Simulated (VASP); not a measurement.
A run of VASP 6.6.1:

File INCAR:

```
SYSTEM = Si2W
PREC     = Accurate       ! precision mode
ENCUT    = 520            ! plane-wave cutoff, eV
EDIFF    = 1E-6           ! SCF threshold, eV
ISMEAR   = -1             ! smearing method
SIGMA    = 0.05           ! smearing width, eV
LREAL    = .False.        ! projectors in reciprocal space
LASPH    = .True.         ! aspherical terms in the spheres
NELM     = 60             ! most SCF steps
ALGO     = Normal         ! electronic algorithm
ISIF     = 2              ! what is computed and relaxed
LWAVE    = .False.        ! write WAVECAR
LCHARG   = .False.        ! write CHGCAR
GGA      = CA             ! functional
NBANDS   = 18             ! bands
```

The input KPOINTS:

```
Automatic mesh
0
Gamma
  12 12 12
  0 0 0
```

POSCAR

```
Si2W
1.0
   -1.6069000000      1.6069000000      3.9149500000
    1.6069000000     -1.6069000000      3.9149500000
    1.6069000000      1.6069000000     -3.9149500000
W Si
1 2
Direct
    0.0000000000      0.0000000000      0.0000000000
    0.6653000000      0.6653000000      0.0000000000
    0.3347000000      0.3347000000      0.0000000000
```

Potentials or basis: VASP PAW LDA potentials, release 64 (W_sv, Si).

Command:

```sh
$ cat potpaw_LDA.64/W_sv/POTCAR potpaw_LDA.64/Si/POTCAR > POTCAR
$ mpirun -np 1 vasp_std > vasp.out
```

Hardware: 1 thread of Intel(R) Xeon(R) 6975P-C (Granite Rapids) (shared host).

Task: How long does it take, and how much memory?

Result: Run time: 2.4 min on 1 thread of Intel(R) Xeon(R) 6975P-C (Granite Rapids), with other jobs on the host, peak memory 0.25 GiB. Counts: scf iterations 12, k points 163.
